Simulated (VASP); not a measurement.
# WSe2 in VASP: notebook

Runs on WSe2. Level: PBEsol. Tasks: single point.

Everything below comes from runs of VASP 6.6.1. Logs are shortened: lines on timing, memory, paths and dates and some standing lists are left out, and cuts for length are marked.

### 1 The cell of the first run

The cell holds a slab with vacuum, 3 atoms: a = 3.466 Å, b = 3.466 Å, c = 16.061 Å, α = 90.00°, β = 90.00°, γ = 120.00°.

### 2 Single point, PBEsol (biaxial strain in the a-b plane: +6.0 %, then relaxed in part)

INCAR reads:

```
  PREC = Accurate
  ENCUT = 520
  EDIFF = 1E-7
  ISMEAR = 0
  SIGMA = 0.02
  LREAL = F
  LASPH = T
  NELM = 60
  ALGO = Normal
  ISIF = 2
  LWAVE = F
  LCHARG = T
  GGA = PS
  LELF = T
  LVHAR = T
  NBANDS = 20
```

KPOINTS reads:

```
Automatic mesh
0
Gamma
  12 12 2
```

POSCAR reads:

```
WSe2
1.0
    3.4664678394      0.0000000000      0.0000000000
   -1.7332339197      3.0020492103      0.0000000000
    0.0000000000      0.0000000000     16.0606903543
W Se
1 2
Direct
    0.0000000000      0.0000000000      0.0000000000
    0.3333333333      0.6666666667      0.0998558939
    0.3333333333      0.6666666667      0.9001441061
```

Potentials or basis: VASP PAW PBE potentials, release 64 (W_sv, Se).

Started as:

```bash
$ cat potpaw_PBE.64/W_sv/POTCAR potpaw_PBE.64/Se/POTCAR > POTCAR
$ mpirun -np 1 vasp_std > vasp.out
```

OUTCAR:

```text
PREC = Accurate
   ENCUT = 520
   EDIFF = 1E-7
   ISMEAR = 0
   LREAL = F
   LASPH = T
   NELM = 60
   ISIF = 2
   GGA = PS

 ion  position               nearest neighbor table
   1  0.000  0.000  0.000-   2 2.56   3 2.56   2 2.56   3 2.56   2 2.56   3 2.56
   2  0.333  0.667  0.100-   1 2.56   1 2.56   1 2.56
   3  0.333  0.667  0.900-   1 2.56   1 2.56   1 2.56

  LATTYP: Found a hexagonal cell.
 ALAT       =     3.4664678394
 C/A-ratio  =     4.6331571785

  Lattice vectors:

 A1 = (   3.4664678394,   0.0000000000,   0.0000000000)
 A2 = (  -1.7332339197,   3.0020492103,   0.0000000000)
 A3 = (   0.0000000000,   0.0000000000,  16.0606903543)

Analysis of symmetry for initial positions (statically):
=====================================================================
 Subroutine PRICEL returns:
 Original cell was already a primitive cell.

 Routine SETGRP: Setting up the symmetry group for a
 hexagonal supercell.

 Subroutine GETGRP returns: Found 12 space group operations
 (whereof 12 operations were pure point group operations)
 out of a pool of 24 trial point group operations.

The static configuration has the point symmetry D_3h.

Analysis of symmetry for dynamics (positions and initial velocities):
=====================================================================
 Subroutine PRICEL returns:
 Original cell was already a primitive cell.

 Routine SETGRP: Setting up the symmetry group for a
 hexagonal supercell.

 Subroutine GETGRP returns: Found 12 space group operations
 (whereof 12 operations were pure point group operations)
 out of a pool of 24 trial point group operations.

The dynamic configuration has the point symmetry D_3h.

 Subroutine INISYM returns: Found 12 space group operations
 (whereof 12 operations are pure point group operations),
 and found     1 'primitive' translations

----------------------------------------------------------------------------------------

                                     Primitive cell

  volume of cell :     167.1357

  direct lattice vectors                    reciprocal lattice vectors
     3.466467839  0.000000000  0.000000000     0.288478084  0.166552899  0.000000000
    -1.733233920  3.002049210  0.000000000     0.000000000  0.333105799  0.000000000
     0.000000000  0.000000000 16.060690354     0.000000000  0.000000000  0.062263824

  length of vectors
     3.466467839  3.466467839 16.060690354     0.333105799  0.333105799  0.062263824

  position of ions in fractional coordinates (direct lattice)
     0.000000000  0.000000000  0.000000000
     0.333333333  0.666666667  0.099855894
     0.333333333  0.666666667  0.900144106

  ion indices of the primitive-cell ions
   primitive index   ion index
                 1           1
                 2           2
                 3           3

----------------------------------------------------------------------------------------

 KPOINTS: Automatic mesh

Automatic generation of k-mesh.
 Grid dimensions read from file:
 generate k-points for:   12   12    2

 Generating k-lattice:

  Cartesian coordinates                     Fractional coordinates (reciprocal lattice)
     0.024039840  0.013879408  0.000000000     0.083333333  0.000000000  0.000000000
     0.000000000  0.027758817  0.000000000     0.000000000  0.083333333  0.000000000
     0.000000000  0.000000000  0.031131912     0.000000000  0.000000000  0.500000000

  Length of vectors
     0.027758817  0.027758817  0.031131912

  Shift w.r.t. Gamma in fractional coordinates (k-lattice)
     0.000000000  0.000000000  0.000000000

 Subroutine IBZKPT returns following result:
 ===========================================

 Found     38 irreducible k-points:

 Following reciprocal coordinates:
            Coordinates               Weight
  0.000000  0.000000  0.000000      1.000000
  0.083333  0.000000  0.000000      6.000000
  0.166667  0.000000  0.000000      6.000000
  0.250000 -0.000000  0.000000      6.000000
  0.333333 -0.000000  0.000000      6.000000
  0.416667  0.000000  0.000000      6.000000
[... 16 lines left out ...]
  0.250000 -0.000000  0.500000      6.000000
  0.333333 -0.000000  0.500000      6.000000
 [... further k-points ...]
   k-points           NKPTS =     38   k-points in BZ     NKDIM =     38   number of bands    NBANDS=     20
   number of dos      NEDOS =    301   number of ions     NIONS =      3
   total plane-waves  NPLWV =  94080
   dimension x,y,z NGX =    28 NGY =   28 NGZ =  120
   dimension x,y,z NGXF=    56 NGYF=   56 NGZF=  240
   ions per type =               1   2
   NGX,Y,Z   is equivalent  to a cutoff of  13.43, 13.43, 12.42 a.u.
   NGXF,Y,Z  is equivalent  to a cutoff of  26.86, 26.86, 24.84 a.u.
 SYSTEM =  unknown system
   PREC   = accura    normal or accurate (medium, high low for compatibility)
   ISTART =      0    job   : 0-new  1-cont  2-samecut
   ICHARG =      2    charge: 1-file 2-atom 10-const
   ISPIN  =      1    spin polarized calculation?
   LNONCOLLINEAR =      F non collinear calculations
   LSORBIT =      F    spin-orbit coupling
   LASPH  =      T    aspherical Exc in radial PAW
   ENCUT  =  520.0 eV  38.22 Ry    6.18 a.u.   6.45  6.45 29.86*2*pi/ulx,y,z
   NELM   =     60;   NELMIN=  2; NELMDL= -5     # of ELM steps
   EDIFF  = 0.1E-06   stopping-criterion for ELM
   LREAL  =      F    real-space projection
   EDIFFG = 0.1E-05   stopping-criterion for IOM
   NSW    =      0    number of steps for IOM
   IBRION =     -1    ionic relax: 0-MD 1-quasi-New 2-CG
   NFREE  =      0    steps in history (QN), initial steepest desc. (CG)
   ISIF   =      2    stress and relaxation
   ISYM   =      2    0-nonsym 1-usesym 2-fastsym
   POTIM  = 0.5000    time-step for ionic-motion
   TEBEG  =    0.0;   TEEND  =   0.0 temperature during run
   PSTRESS=    0.0 pullay stress
   NELECT =      26.0000    total number of electrons
   NUPDOWN=      -1.0000    fix difference up-down
   EMIN   =  10.00;   EMAX   =-10.00  energy-range for DOS
   EFERMI =   0.00;   METHOD = LEGACY
   ISMEAR =     0;   SIGMA  =   0.02  broadening in eV -4-tet -1-fermi 0-gaus
   EFERMI_NEDOS =   21; number of points for ismear=-14 and -15
   IALGO  =     38    algorithm
   IMIX   =      4    mixing-type and parameters
     AMIX     =   0.40;   BMIX     =  1.00
     AMIX_MAG =   1.60;   BMIX_MAG =  1.00
  volume/ion in A,a.u.               =      55.71       375.96
  Fermi-wavevector in a.u.,A,eV,Ry     =   0.880460  1.663828 10.547366  0.775210
  Thomas-Fermi vector in A             =   2.000823
   LORBIT       =      0    0 simple, 1 ext, 2 COOP (PROOUT), +10 PAW based schemes
   GGA     = PS    functional components
   LHFCALC =     F    Hartree Fock is set to
   AEXX    =    0.0000 exact exchange contribution
   IVDW    =     0    specifies the selected vdW correction
   LEPSILON=     F    determine dielectric tensor
   LRPA    =     F    only Hartree local field effects (RPA)
 non-spin polarized calculation
 Gauss-broadening in eV      SIGMA  =   0.02
  energy-cutoff  :      520.00
  volume of cell :      167.14
 maximum number of plane-waves:      4540
 NGX is ok and might be reduce to    28
   NGX = 13   NGY = 13   NGZ = 59

 number of electron      25.9999999 magnetization

 Free energy of the ion-electron system (eV)
  ---------------------------------------------------
  ext. energy  EPLUGINS =         0.00000000
  ---------------------------------------------------
  free energy    TOTEN  =       -22.96179554 eV

  energy without entropy =      -22.96179554  energy(sigma->0) =      -22.96179554

 E-fermi :  -0.8425     XC(G=0):  -4.7200

 val. band max:       -1.1018212610   @ k =   0.0000   0.0000   0.5000
 cond. band min:      -0.3068793477   @ k =   0.3333   0.3333   0.5000
 fundamental gap:      0.7949419133
 Fermi energy:        -0.8424919801

 k-point     1 :       0.0000    0.0000    0.0000
  band No.  band energies     occupation
      1     -75.4232      2.00000
      2     -39.5791      2.00000
      3     -39.5791      2.00000
      4     -39.5624      2.00000
      5     -15.6851      2.00000
      6     -14.3039      2.00000
[... 12 lines left out ...]
     19       3.8240      0.00000
     20       4.0262      0.00000

 k-point     2 :       0.0833    0.0000    0.0000
  band No.  band energies     occupation
      1     -75.4229      2.00000
      2     -39.5882      2.00000
      3     -39.5813      2.00000
      4     -39.5607      2.00000
      5     -15.6002      2.00000
      6     -14.2676      2.00000
[... 12 lines left out ...]
     19       4.0077      0.00000
     20       4.1560      0.00000

 k-point     3 :       0.1667    0.0000    0.0000
  band No.  band energies     occupation
      1     -75.4220      2.00000
      2     -39.6128      2.00000
      3     -39.5871      2.00000
      4     -39.5560      2.00000
      5     -15.3585      2.00000
      6     -14.1650      2.00000
[... 12 lines left out ...]
     19       4.4996      0.00000
     20       4.6405      0.00000

 k-point     4 :       0.2500   -0.0000    0.0000
  band No.  band energies     occupation
      1     -75.4208      2.00000
      2     -39.6463      2.00000
      3     -39.5951      2.00000
      4     -39.5496      2.00000
      5     -15.0011      2.00000
      6     -14.0152      2.00000
[... 12 lines left out ...]
     19       5.0122      0.00000
     20       5.2624      0.00000

 k-point     5 :       0.3333   -0.0000    0.0000
  band No.  band energies     occupation
      1     -75.4196      2.00000
      2     -39.6795      2.00000
      3     -39.6030      2.00000
      4     -39.5433      2.00000
      5     -14.6025      2.00000
      6     -13.8522      2.00000
[... 12 lines left out ...]
     19       5.1720      0.00000
     20       5.5869      0.00000

 k-point     6 :       0.4167    0.0000    0.0000
  band No.  band energies     occupation
      1     -75.4188      2.00000
      2     -39.7037      2.00000
      3     -39.6088      2.00000
      4     -39.5386      2.00000
      5     -14.2749      2.00000
      6     -13.7226      2.00000
[... 12 lines left out ...]
     19       5.6112      0.00000
     20       5.8132      0.00000

 k-point     7 :       0.5000   -0.0000    0.0000
  band No.  band energies     occupation
      1     -75.4184      2.00000
      2     -39.7125      2.00000
      3     -39.6109      2.00000
      4     -39.5369      2.00000
      5     -14.1451      2.00000
      6     -13.6727      2.00000
[... 12 lines left out ...]
     19       5.8084      0.00000
     20       5.8777      0.00000
[... 277 lines left out ...]
 k-point    20 :       0.0000    0.0000    0.5000
  band No.  band energies     occupation
      1     -75.4232      2.00000
      2     -39.5791      2.00000
      3     -39.5791      2.00000
      4     -39.5624      2.00000
      5     -15.6851      2.00000
      6     -14.3039      2.00000
[... 12 lines left out ...]
     19       3.6809      0.00000
     20       4.1709      0.00000

 k-point    21 :       0.0833    0.0000    0.5000
  band No.  band energies     occupation
      1     -75.4229      2.00000
      2     -39.5882      2.00000
      3     -39.5813      2.00000
      4     -39.5607      2.00000
      5     -15.6002      2.00000
      6     -14.2676      2.00000
[... 12 lines left out ...]
     19       3.8050      0.00000
     20       4.3557      0.00000

 k-point    22 :       0.1667    0.0000    0.5000
  band No.  band energies     occupation
      1     -75.4220      2.00000
      2     -39.6128      2.00000
      3     -39.5871      2.00000
      4     -39.5560      2.00000
      5     -15.3585      2.00000
      6     -14.1650      2.00000
[... 12 lines left out ...]
     19       4.1522      0.00000
     20       4.9678      0.00000

 k-point    23 :       0.2500   -0.0000    0.5000
  band No.  band energies     occupation
      1     -75.4208      2.00000
      2     -39.6463      2.00000
      3     -39.5951      2.00000
      4     -39.5496      2.00000
      5     -15.0011      2.00000
      6     -14.0152      2.00000
[... 12 lines left out ...]
     19       4.6977      0.00000
     20       5.5069      0.00000

 k-point    24 :       0.3333   -0.0000    0.5000
  band No.  band energies     occupation
      1     -75.4196      2.00000
      2     -39.6795      2.00000
      3     -39.6030      2.00000
      4     -39.5433      2.00000
      5     -14.6025      2.00000
      6     -13.8522      2.00000
[... 12 lines left out ...]
     19       5.2642      0.00000
     20       5.3794      0.00000

 [... further k-points ...]

------------------------ aborting loop because EDIFF is reached ----------------------------------------

  FORCE on cell =-STRESS in cart. coord.  units (eV):
  Direction    XX          YY          ZZ          XY          YZ          ZX
  --------------------------------------------------------------------------------------
  -------------------------------------------------------------------------------------
  Total       -4.5863238     -4.5863238      0.1480870      0.0000000      0.0000000     -0.0000000
  in kB      -43.9649013    -43.9649013      1.4195754      0.0000000      0.0000000     -0.0000000
  external PRESSURE =     -28.8367424 kB  Pullay stress =       0.0000000 kB

 VOLUME and BASIS-vectors are now :
 -----------------------------------------------------------------------------
  energy-cutoff  :      520.00
  volume of cell :      167.14
      direct lattice vectors                 reciprocal lattice vectors
     3.466467839  0.000000000  0.000000000     0.288478084  0.166552899  0.000000000
    -1.733233920  3.002049210  0.000000000     0.000000000  0.333105799  0.000000000
     0.000000000  0.000000000 16.060690354     0.000000000  0.000000000  0.062263824

 POSITION                                       TOTAL-FORCE (eV/Angst)
 -----------------------------------------------------------------------------------
      0.00000      0.00000      0.00000        -0.000000      0.000000      0.000000
     -0.00000      2.00137      1.60375         0.000000     -0.000000      0.049276
     -0.00000      2.00137     14.45694         0.000000     -0.000000     -0.049276
 -----------------------------------------------------------------------------------
    total drift:                                0.000000     -0.000000     -0.000000

  FREE ENERGIE OF THE ION-ELECTRON SYSTEM (eV)
  ---------------------------------------------------
  free  energy   TOTEN  =       -22.9617955423 eV

  energy  without entropy=      -22.9617955423  energy(sigma->0) =      -22.96179554
```

Run time: 6.1 min. Hardware: 1 thread of Intel Xeon 8259CL, shared host; peak memory 0.37 GiB.

What came out:

| Item | Value |
| --- | --- |
| Free energy | -22.9618 eV |
| Largest force | 0.049 eV/Å |
| Band gap on the k mesh | 0.79 eV (least direct gap 1.06 eV) |

Forces on the atoms (eV/Å):
```
W    0.000  0.000  0.000
Se   0.000  0.000  0.049
Se   0.000  0.000 -0.049
```

Levels at points of the mesh, in eV from the valence-band top:
| k point | band 10 | band 11 | band 12 | band 13 | band 14 | band 15 | band 16 | band 17 |
| --- | --- | --- | --- | --- | --- | --- | --- | --- |
| (0.00, 0.00, 0.00) | -1.77 | -1.77 | -1.71 | 0.00 | 2.43 | 2.43 | 2.75 | 2.75 |
| (0.50, 0.00, 0.00) | -3.28 | -1.81 | -1.54 | -1.00 | 1.67 | 1.99 | 3.40 | 4.09 |
| (0.00, 0.00, 0.50) | -1.77 | -1.77 | -1.71 | 0.00 | 2.43 | 2.43 | 2.75 | 2.75 |
| (0.50, 0.00, 0.50) | -3.28 | -1.81 | -1.54 | -1.00 | 1.67 | 1.99 | 3.40 | 4.09 |

Caveat: the cell differs from its parent crystal (biaxial strain in the a-b plane: +6.0 %, then relaxed in part); there is no dipole correction, which matters where the two faces differ; the PAW data sets were made with another functional, which shifts forces and pressure a little; spin-orbit coupling is left out, which moves the levels of the heavy elements.

(Part 1 of 2 ends here.)
